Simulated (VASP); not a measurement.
# AlN (P6_3mc) in VASP: further runs

AlN is run at these levels: HSE06; tasks: single point.

Everything below comes from runs of VASP 6.6.1. Logs are shortened: lines on timing, memory, paths and dates and some standing lists are left out, and cuts for length are marked.

## (1) The cell of the first run

It takes space group P6_3mc (No. 186, hexagonal). The conventional cell has a = 3.169 Å, b = 3.169 Å, c = 5.078 Å, α = 90.00°, β = 90.00°, γ = 120.00°. Al (site symmetry 3m) has 4 N at 1.93 to 1.94 Å within 2.6 Å. Within 2.6 Å of N (site symmetry 3m) lie 4 Al at 1.93 to 1.94 Å.

## (2) Single point, HSE06 (strain +2.0%)

Input file POSCAR:

```
AlN
1.0
    3.1688276354      0.0000000000      0.0000000000
   -1.5844138177      2.7442852324      0.0000000000
    0.0000000000      0.0000000000      5.0781633830
Al N
2 2
Direct
    0.3333333333      0.6666666667     -0.0031000782
    0.6666666667      0.3333333333      0.4968999218
    0.3333333333      0.6666666667      0.3781000782
    0.6666666667      0.3333333333      0.8781000782
```

Input file INCAR.step1:

```
ALGO = Normal
EDIFF = 1E-5
ENCUT = 520
GGA = PE
ISIF = 2
ISMEAR = 0
LASPH = T
LREAL = F
LWAVE = T
NBANDS = 16
NELM = 100
PREC = Accurate
SIGMA = 0.01
```

Input file INCAR.step2:

```
ALGO = Normal
EDIFF = 1E-7
ENCUT = 520
GGA = PE
HFSCREEN = 0.2079
ISIF = 2
ISMEAR = 0
ISTART = 1
LASPH = T
LCHARG = T
LELF = T
LHFCALC = T
LREAL = F
LVHAR = T
LWAVE = F
NBANDS = 16
NELM = 100
PREC = Accurate
PRECFOCK = Normal
SIGMA = 0.01
```

Input file KPOINTS:

```
k-points
0
Gamma
  6 6 4
```

Potentials or basis: VASP PAW PBE potentials, release 64 (Al, N).

The run is started by

```sh
$ cat potpaw_PBE.64/Al/POTCAR potpaw_PBE.64/N/POTCAR > POTCAR
$ cp INCAR.step1 INCAR
$ mpirun -np 1 vasp_std > vasp.out
$ cp INCAR.step2 INCAR
$ mpirun -np 1 vasp_std > vasp.out
```

OUTCAR:

```text
EDIFF = 1E-7
   ENCUT = 520
   GGA = PE
   HFSCREEN = 0.2079
   ISIF = 2
   ISMEAR = 0
   ISTART = 1
   LASPH = T
   LHFCALC = T
   LREAL = F
   NELM = 100
   PREC = Accurate
   PRECFOCK = Normal

 ion  position               nearest neighbor table
   1  0.333  0.667  0.997-   4 1.93   4 1.93   4 1.93   3 1.94   2 3.13   2 3.13   2 3.13   2 3.13
                             2 3.13   2 3.13
   2  0.667  0.333  0.497-   3 1.93   3 1.93   3 1.93   4 1.94   1 3.13   1 3.13   1 3.13   1 3.13
                             1 3.13   1 3.13
   3  0.333  0.667  0.378-   2 1.93   2 1.93   2 1.93   1 1.94
   4  0.667  0.333  0.878-   1 1.93   1 1.93   1 1.93   2 1.94

  LATTYP: Found a hexagonal cell.
 ALAT       =     3.1688276354
 C/A-ratio  =     1.6025369529

  Lattice vectors:

 A1 = (   3.1688276354,   0.0000000000,   0.0000000000)
 A2 = (  -1.5844138177,   2.7442852324,   0.0000000000)
 A3 = (   0.0000000000,   0.0000000000,   5.0781633830)

Analysis of symmetry for initial positions (statically):
=====================================================================
 Subroutine PRICEL returns:
 Original cell was already a primitive cell.

 Routine SETGRP: Setting up the symmetry group for a
 hexagonal supercell.

 Subroutine GETGRP returns: Found 12 space group operations
 (whereof  6 operations were pure point group operations)
 out of a pool of 24 trial point group operations.

The static configuration has the point symmetry C_3v.
 The point group associated with its full space group is C_6v.

Analysis of symmetry for dynamics (positions and initial velocities):
=====================================================================
 Subroutine PRICEL returns:
 Original cell was already a primitive cell.

 Routine SETGRP: Setting up the symmetry group for a
 hexagonal supercell.

 Subroutine GETGRP returns: Found 12 space group operations
 (whereof  6 operations were pure point group operations)
 out of a pool of 24 trial point group operations.

The dynamic configuration has the point symmetry C_3v.
 The point group associated with its full space group is C_6v.

 Subroutine INISYM returns: Found 12 space group operations
 (whereof  6 operations are pure point group operations),
 and found     1 'primitive' translations

----------------------------------------------------------------------------------------

                                     Primitive cell

  volume of cell :      44.1606

  direct lattice vectors                    reciprocal lattice vectors
     3.168827635  0.000000000  0.000000000     0.315574122  0.182196805  0.000000000
    -1.584413818  2.744285232  0.000000000     0.000000000  0.364393609  0.000000000
     0.000000000  0.000000000  5.078163383     0.000000000  0.000000000  0.196921588

  length of vectors
     3.168827635  3.168827635  5.078163383     0.364393609  0.364393609  0.196921588

  position of ions in fractional coordinates (direct lattice)
     0.333333333  0.666666667  0.996899922
     0.666666667  0.333333333  0.496899922
     0.333333333  0.666666667  0.378100078
     0.666666667  0.333333333  0.878100078

  ion indices of the primitive-cell ions
   primitive index   ion index
                 1           1
                 2           2
                 3           3
                 4           4

----------------------------------------------------------------------------------------

 KPOINTS: k-points

Automatic generation of k-mesh.
 Grid dimensions read from file:
 generate k-points for:    6    6    4

 Generating k-lattice:

  Cartesian coordinates                     Fractional coordinates (reciprocal lattice)
     0.052595687  0.030366134  0.000000000     0.166666667 -0.000000000  0.000000000
     0.000000000  0.060732268  0.000000000     0.000000000  0.166666667  0.000000000
     0.000000000  0.000000000  0.049230397     0.000000000  0.000000000  0.250000000

  Length of vectors
     0.060732268  0.060732268  0.049230397

  Shift w.r.t. Gamma in fractional coordinates (k-lattice)
     0.000000000  0.000000000  0.000000000

 Subroutine IBZKPT returns following result:
 ===========================================

 Found     21 irreducible k-points:

 Following reciprocal coordinates:
            Coordinates               Weight
  0.000000  0.000000  0.000000      1.000000
  0.166667 -0.000000  0.000000      6.000000
  0.333333 -0.000000  0.000000      6.000000
  0.500000 -0.000000  0.000000      3.000000
  0.166667  0.166667  0.000000      6.000000
  0.333333  0.166667  0.000000     12.000000
[... 13 lines left out ...]
  0.333333  0.166667  0.500000     12.000000
  0.333333  0.333333  0.500000      2.000000
   k-points           NKPTS =     21   k-points in BZ     NKDIM =    144   number of bands    NBANDS=     16
   number of dos      NEDOS =    301   number of ions     NIONS =      4
   total plane-waves  NPLWV =  23040
   dimension x,y,z NGX =    24 NGY =   24 NGZ =   40
   dimension x,y,z NGXF=    48 NGYF=   48 NGZF=   80
   ions per type =               2   2
   NGX,Y,Z   is equivalent  to a cutoff of  12.59, 12.59, 13.09 a.u.
   NGXF,Y,Z  is equivalent  to a cutoff of  25.18, 25.18, 26.19 a.u.
 SYSTEM =  unknown system
   PREC   = accura    normal or accurate (medium, high low for compatibility)
   ISTART =      1    job   : 0-new  1-cont  2-samecut
   ICHARG =      0    charge: 1-file 2-atom 10-const
   ISPIN  =      1    spin polarized calculation?
   LNONCOLLINEAR =      F non collinear calculations
   LSORBIT =      F    spin-orbit coupling
   LASPH  =      T    aspherical Exc in radial PAW
   ENCUT  =  520.0 eV  38.22 Ry    6.18 a.u.   5.89  5.89  9.44*2*pi/ulx,y,z
   NELM   =    100;   NELMIN=  2; NELMDL=  0     # of ELM steps
   EDIFF  = 0.1E-06   stopping-criterion for ELM
   LREAL  =      F    real-space projection
   EDIFFG = 0.1E-05   stopping-criterion for IOM
   NSW    =      0    number of steps for IOM
   IBRION =     -1    ionic relax: 0-MD 1-quasi-New 2-CG
   NFREE  =      0    steps in history (QN), initial steepest desc. (CG)
   ISIF   =      2    stress and relaxation
   ISYM   =      3    0-nonsym 1-usesym 2-fastsym
   POTIM  = 0.5000    time-step for ionic-motion
   TEBEG  =    0.0;   TEEND  =   0.0 temperature during run
   PSTRESS=    0.0 pullay stress
   NELECT =      16.0000    total number of electrons
   NUPDOWN=      -1.0000    fix difference up-down
   EMIN   =  10.00;   EMAX   =-10.00  energy-range for DOS
   EFERMI =   0.00;   METHOD = LEGACY
   ISMEAR =     0;   SIGMA  =   0.01  broadening in eV -4-tet -1-fermi 0-gaus
   EFERMI_NEDOS =   21; number of points for ismear=-14 and -15
   IALGO  =     38    algorithm
   IMIX   =      1    mixing-type and parameters
     AMIX     =   0.40;   BMIX     =  1.00
     AMIX_MAG =   1.60;   BMIX_MAG =  1.00
  volume/ion in A,a.u.               =      11.04        74.50
  Fermi-wavevector in a.u.,A,eV,Ry     =   1.167087  2.205475 18.532395  1.362093
  Thomas-Fermi vector in A             =   2.303592
   LORBIT       =      0    0 simple, 1 ext, 2 COOP (PROOUT), +10 PAW based schemes
   GGA     = PE    functional components
   LHFCALC =     T    Hartree Fock is set to
   PRECFOCK=normal    Normal, Fast or Accurate (Low or Medium for compatibility)
   ENCUT4O =  -1.0   cutoff for four orbital integrals eV
   NKREDX  =     1    reduce k-point grid by
   NKREDY  =     1    reduce k-point grid by
   NKREDZ  =     1    reduce k-point grid by
   AEXX    =    0.2500 exact exchange contribution
   HFSCREEN=    0.2079 screening length (either q_TF or 0.3 A-1)
   HFSCREENC=   0.2079 screening length for correlation (either q_TF or 0.3 A-1)
   ENCUTFOCK=  -1.0 apply spherical cutoff to Coloumb kernel
   IVDW    =     0    specifies the selected vdW correction
   LEPSILON=     F    determine dielectric tensor
   LRPA    =     F    only Hartree local field effects (RPA)
 non-spin polarized calculation
 Gauss-broadening in eV      SIGMA  =   0.01
  energy-cutoff  :      520.00
  volume of cell :       44.16
 maximum number of plane-waves:      1201
 NGX is ok and might be reduce to    24
  NGX = 18; NGY = 18; NGZ = 30

 number of electron      16.0000002 magnetization

 Free energy of the ion-electron system (eV)
  ---------------------------------------------------
  ext. energy  EPLUGINS =         0.00000000
  ---------------------------------------------------
  free energy    TOTEN  =       -34.79021259 eV

  energy without entropy =      -34.79021259  energy(sigma->0) =      -34.79021259

 E-fermi :   4.8713     XC(G=0):  -8.8091

 val. band max:        4.7331878118   @ k =   0.0000   0.0000   0.0000
 cond. band min:       9.7649257649   @ k =   0.0000   0.0000   0.0000
 fundamental gap:      5.0317379532
 Fermi energy:         4.8712995041

 k-point     1 :       0.0000    0.0000    0.0000
  band No.  band energies     occupation
      1     -11.6197      2.00000
      2      -9.5123      2.00000
      3      -1.5068      2.00000
      4       3.8194      2.00000
      5       3.8194      2.00000
      6       4.5277      2.00000
[... 8 lines left out ...]
     15      19.0633      0.00000
     16      19.0633      0.00000

 k-point     2 :       0.1667   -0.0000    0.0000
  band No.  band energies     occupation
      1     -11.2721      2.00000
      2      -9.3265      2.00000
      3      -1.0714      2.00000
      4       2.3541      2.00000
      5       3.1695      2.00000
      6       3.4124      2.00000
[... 8 lines left out ...]
     15      18.3364      0.00000
     16      18.8495      0.00000

 k-point     3 :       0.3333   -0.0000    0.0000
  band No.  band energies     occupation
      1     -10.3839      2.00000
      2      -8.9986      2.00000
      3      -0.0071      2.00000
      4       0.1669      2.00000
      5       1.2321      2.00000
      6       2.7893      2.00000
[... 8 lines left out ...]
     15      18.0303      0.00000
     16      20.4626      0.00000

 k-point     4 :       0.5000   -0.0000    0.0000
  band No.  band energies     occupation
      1      -9.6820      2.00000
      2      -8.9954      2.00000
      3      -0.9547      2.00000
      4       0.3399      2.00000
      5       1.2349      2.00000
      6       2.5278      2.00000
[... 8 lines left out ...]
     15      18.9299      0.00000
     16      21.0305      0.00000

 k-point     5 :       0.1667    0.1667    0.0000
  band No.  band energies     occupation
      1     -10.6478      2.00000
      2      -9.0634      2.00000
      3      -0.2570      2.00000
      4       1.1902      2.00000
      5       1.2145      2.00000
      6       2.9308      2.00000
[... 8 lines left out ...]
     15      18.5375      0.00000
     16      20.1066      0.00000

 k-point     6 :       0.3333    0.1667    0.0000
  band No.  band energies     occupation
      1      -9.7477      2.00000
      2      -8.9408      2.00000
      3      -0.4283      2.00000
      4       0.5862      2.00000
      5       1.1109      2.00000
      6       1.8053      2.00000
[... 8 lines left out ...]
     15      18.4884      0.00000
     16      20.7244      0.00000
[... 210 lines left out ...]
 k-point    18 :       0.5000   -0.0000    0.5000
  band No.  band energies     occupation
      1      -9.3172      2.00000
      2      -9.3172      2.00000
      3      -1.1160      2.00000
      4      -1.1160      2.00000
      5       3.1858      2.00000
      6       3.1858      2.00000
[... 8 lines left out ...]
     15      19.2896      0.00000
     16      19.2896      0.00000

 k-point    19 :       0.1667    0.1667    0.5000
  band No.  band energies     occupation
      1      -9.9366      2.00000
      2      -9.9366      2.00000
      3       0.3053      2.00000
      4       0.3053      2.00000
      5       2.8360      2.00000
      6       2.8360      2.00000
[... 8 lines left out ...]
     15      18.9339      0.00000
     16      18.9339      0.00000

 k-point    20 :       0.3333    0.1667    0.5000
  band No.  band energies     occupation
      1      -9.3345      2.00000
      2      -9.3345      2.00000
      3      -0.6636      2.00000
      4      -0.6636      2.00000
      5       2.0219      2.00000
      6       2.0219      2.00000
[... 8 lines left out ...]
     15      19.4741      0.00000
     16      19.4741      0.00000

 k-point    21 :       0.3333    0.3333    0.5000
  band No.  band energies     occupation
      1      -9.1187      2.00000
      2      -9.1187      2.00000
      3      -0.3581      2.00000
      4      -0.3581      2.00000
      5       0.7826      2.00000
      6       0.7826      2.00000
[... 8 lines left out ...]
     15      19.8840      0.00000
     16      19.8840      0.00000

------------------------ aborting loop because EDIFF is reached ----------------------------------------

  FORCE on cell =-STRESS in cart. coord.  units (eV):
  Direction    XX          YY          ZZ          XY          YZ          ZX
  --------------------------------------------------------------------------------------
  -------------------------------------------------------------------------------------
  Total       -3.3702637     -3.3702637     -3.1568385      0.0000000     -0.0000000      0.0000000
  in kB     -122.2756344   -122.2756344   -114.5324140      0.0000000     -0.0000000      0.0000000
  external PRESSURE =    -119.6945610 kB  Pullay stress =       0.0000000 kB

 VOLUME and BASIS-vectors are now :
 -----------------------------------------------------------------------------
  energy-cutoff  :      520.00
  volume of cell :       44.16
      direct lattice vectors                 reciprocal lattice vectors
     3.168827635  0.000000000  0.000000000     0.315574122  0.182196805  0.000000000
    -1.584413818  2.744285232  0.000000000     0.000000000  0.364393609  0.000000000
     0.000000000  0.000000000  5.078163383     0.000000000  0.000000000  0.196921588

 POSITION                                       TOTAL-FORCE (eV/Angst)
 -----------------------------------------------------------------------------------
     -0.00000      1.82952      5.06242         0.000000     -0.000000     -0.006767
      1.58441      0.91476      2.52334        -0.000000      0.000000     -0.006767
     -0.00000      1.82952      1.92005        -0.000000     -0.000000      0.006767
      1.58441      0.91476      4.45914         0.000000     -0.000000      0.006767
 -----------------------------------------------------------------------------------
    total drift:                                0.000000      0.000000      0.000074

  FREE ENERGIE OF THE ION-ELECTRON SYSTEM (eV)
  ---------------------------------------------------
  free  energy   TOTEN  =       -34.7902125913 eV

  energy  without entropy=      -34.7902125913  energy(sigma->0) =      -34.79021259
```

Run time: 37 min. Hardware: 1 thread of Intel Xeon 8259CL, shared host; peak memory 0.27 GiB.

What came out:

| Quantity | Value |
| --- | --- |
| Free energy | -34.7902 eV |
| Pressure | -12.0 GPa |
| Largest force | 0.007 eV/Å |
| Band gap on the k mesh | 5.03 eV |

Forces on the atoms (eV/Å):
```
Al   0.000  0.000 -0.007
Al   0.000  0.000 -0.007
N    0.000  0.000  0.007
N    0.000  0.000  0.007
```

Stress tensor (GPa, compression positive):
```
-12.23   0.00   0.00
  0.00 -12.23   0.00
  0.00   0.00 -11.45
```

Levels at points of the mesh, in eV from the valence-band top:
```
           k point  band 6  band 7  band 8  band 9  band 10  band 11
(0.00, 0.00, 0.00)   -0.21   -0.21    0.00    5.03     7.61    11.98
(0.50, 0.00, 0.00)   -2.21   -1.81   -0.74    6.96     7.01     9.21
(0.00, 0.00, 0.50)   -0.57   -0.57   -0.57    7.43     7.43    11.51
(0.50, 0.00, 0.50)   -1.55   -1.43   -1.43    6.43     6.43    10.41
```

Caveat: the cell differs from its parent crystal (strain +2.0%); the cell stands under tension; the PAW data sets were made with another functional, which shifts forces and pressure a little.

## (3) Single point, HSE06 (strain +3.0%)

Input file POSCAR:

```
AlN
1.0
    3.1998945730      0.0000000000      0.0000000000
   -1.5999472865      2.7711899896      0.0000000000
    0.0000000000      0.0000000000      5.1279492985
Al N
2 2
Direct
    0.3333333333      0.6666666667     -0.0029868361
    0.6666666667      0.3333333333      0.4970131639
    0.3333333333      0.6666666667      0.3779868361
    0.6666666667      0.3333333333      0.8779868361
```

Input file INCAR.step1:

```
PREC = Accurate ; ENCUT = 520
EDIFF = 1E-5 ; ISMEAR = 0
SIGMA = 0.01 ; LREAL = False
LASPH = True ; NELM = 60
ALGO = Normal ; ISIF = 2
LWAVE = True ; LCHARG = False
NBANDS = 16 ; GGA = PE
```

Input file INCAR.step2:

```
PREC = Accurate ; ENCUT = 520
EDIFF = 1E-6 ; ISMEAR = 0
SIGMA = 0.01 ; LREAL = False
LASPH = True ; NELM = 60
ALGO = Normal ; ISIF = 2
LWAVE = False ; LCHARG = False
GGA = PE ; LHFCALC = True
HFSCREEN = 0.2079 ; PRECFOCK = Normal
NBANDS = 16 ; ISTART = 1
```

Input file KPOINTS:

```
Automatic mesh
0
Gamma
  6 6 4
```

Potentials or basis: VASP PAW PBE potentials, release 64 (Al, N).

The run is started by

```sh
$ cat potpaw_PBE.64/Al/POTCAR potpaw_PBE.64/N/POTCAR > POTCAR
$ cp INCAR.step1 INCAR
$ mpirun -np 1 vasp_std > vasp.out
$ cp INCAR.step2 INCAR
$ mpirun -np 1 vasp_std > vasp.out
```

Wall time 31 min (1 thread of Intel Xeon 8259CL, shared host); peak memory 0.27 GiB.

Results (log left out):

- Free energy: -34.6737 eV
- Pressure: -16.5 GPa
- Largest force: 0.007 eV/Å
- Band gap on the k mesh: 4.76 eV

Forces in eV/Å, atoms in the order of the input:
```
Al   0.000  0.000 -0.007
Al   0.000  0.000 -0.007
N    0.000  0.000  0.007
N    0.000  0.000  0.007
```

Stress tensor (GPa, compression positive):
```
-16.92   0.00   0.00
  0.00 -16.92   0.00
  0.00   0.00 -15.80
```

Levels at points of the mesh, in eV from the valence-band top:
| k point | band 4 | band 5 | band 6 | band 7 | band 8 | band 9 | band 10 | band 11 | band 12 | band 13 |
| --- | --- | --- | --- | --- | --- | --- | --- | --- | --- | --- |
| (0.00, 0.00, 0.00) | -0.89 | -0.89 | -0.19 | -0.19 | 0.00 | 4.76 | 7.35 | 11.73 | 12.11 | 12.11 |
| (0.50, 0.00, 0.00) | -4.32 | -3.43 | -2.16 | -1.76 | -0.72 | 6.84 | 6.94 | 8.95 | 11.41 | 11.97 |
| (0.00, 0.00, 0.50) | -3.44 | -0.55 | -0.55 | -0.55 | -0.55 | 7.16 | 7.16 | 11.26 | 11.26 | 12.44 |
| (0.50, 0.00, 0.50) | -5.73 | -1.51 | -1.51 | -1.40 | -1.40 | 6.31 | 6.31 | 10.22 | 10.22 | 12.75 |

Caveat: the cell differs from its parent crystal (strain +3.0%); the cell stands under tension; the PAW data sets were made with another functional, which shifts forces and pressure a little.
